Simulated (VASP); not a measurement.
A run of VASP 6.6.1:

Contents of INCAR:

```
PREC = Accurate
ENCUT = 520
EDIFF = 1E-7
ISMEAR = -1
SIGMA = 0.02
LREAL = F
LASPH = T
NELM = 100
ALGO = Normal
ISIF = 2
LWAVE = F
LCHARG = F
GGA = PE
NBANDS = 15
```

File KPOINTS:

```
regular mesh
0
Gamma
  8 8 8
```

File POSCAR:

```
CaO
1.0
   -0.0695128464      2.5372188926      2.5372188926
    2.5372188926     -0.0695128464      2.5372188926
    2.5372188926      2.5372188926     -0.0695128464
Ca O
1 1
Direct
   -0.0028848282     -0.0028848282     -0.0028848282
    0.2528848282      0.2528848282      0.2528848282
```

Potentials or basis: VASP PAW PBE potentials, release 64 (Ca_sv, O).

The run is started by

```sh
$ cat potpaw_PBE.64/Ca_sv/POTCAR potpaw_PBE.64/O/POTCAR > POTCAR
$ mpirun -np 1 vasp_std > vasp.out
```

Hardware: 1 thread of Oxide Virtual Turin-like Processor, on a shared host.

Problem. Estimate the wall time of this run.

Solution. Wall time 26 s on 1 thread of Oxide Virtual Turin-like Processor (shared host), peak memory 0.14 GiB. Counts: scf iterations 15, k points 65.
